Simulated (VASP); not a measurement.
The system is AlCu3.

```
CELL_PARAMETERS angstrom
5.13792 0.00000 0.00000
-2.56896 4.44957 0.00000
0.00000 0.00000 4.20614
ATOMIC_POSITIONS crystal
Al 0.66667 0.33333 0.25000
Al 0.33333 0.66667 0.75000
Cu 0.33106 0.16553 0.75000
Cu 0.83447 0.16553 0.75000
Cu 0.83447 0.66894 0.75000
Cu 0.66894 0.83447 0.25000
Cu 0.16553 0.83447 0.25000
Cu 0.16553 0.33106 0.25000
```

| Quantity | Value |
| --- | --- |
| Program | VASP 6.6.1 |
| Task | relaxation of cell and atoms |
| Functional | LDA |
| Potentials or basis | VASP PAW LDA potentials, release 64 (Al, Cu) |
| Cutoff | 600 eV |
| k mesh | 12 × 12 × 8 |
| Occupations | gaussian, width 0.1 eV |
| Spin | no spin polarisation |

At the start: pressure -7.4 GPa; volume 12.02 Å³/atom.

Problem. Where does the relaxation end?

Solution. Over 13 steps the energy falls by 8.0 meV/atom and the volume is 11.59 Å³/atom (-3.6 %); space group P6_3/mmc (No. 194, to 0.1 Å) before and after.

Step by step:
| step | energy change (eV) | largest force (eV/Å) | pressure (GPa) | volume (Å³) |
| --- | --- | --- | --- | --- |
| 1 | 0.0000 | 0.0447 | -7.37 | 96.16 |
| 2 | 0.0350 | 0.0091 | 8.11 | 88.67 |
| 3 | -0.0623 | 0.0262 | -0.29 | 92.90 |
| 4 | -0.0626 | 0.0239 | -0.11 | 92.72 |
| 5 | -0.0625 | 0.0231 | 0.15 | 92.58 |
| 6 | -0.0634 | 0.0115 | 0.37 | 92.59 |
| 7 | -0.0635 | 0.0049 | 0.33 | 92.60 |
| 8 | -0.0634 | 0.0007 | -0.45 | 92.92 |
| 9 | -0.0636 | 0.0085 | -0.16 | 92.72 |
| 10 | -0.0636 | 0.0076 | 0.06 | 92.68 |
| 11 | -0.0636 | 0.0032 | -0.10 | 92.69 |
| 12 | -0.0636 | 0.0056 | 0.13 | 92.69 |
| 13 | -0.0636 | 0.0038 | 0.05 | 92.69 |

Final structure:
```
Al Cu
1.0
     5.08709    0.00000    0.00000
    -2.54355    4.40555    0.00000
     0.00000    0.00000    4.13584
Al Cu
2 6
Direct
  0.66667 0.33333 0.25000
  0.33333 0.66667 0.75000
  0.33044 0.16522 0.75000
  0.83478 0.16522 0.75000
  0.83478 0.66956 0.75000
  0.66956 0.83478 0.25000
  0.16522 0.83478 0.25000
  0.16522 0.33044 0.25000
```
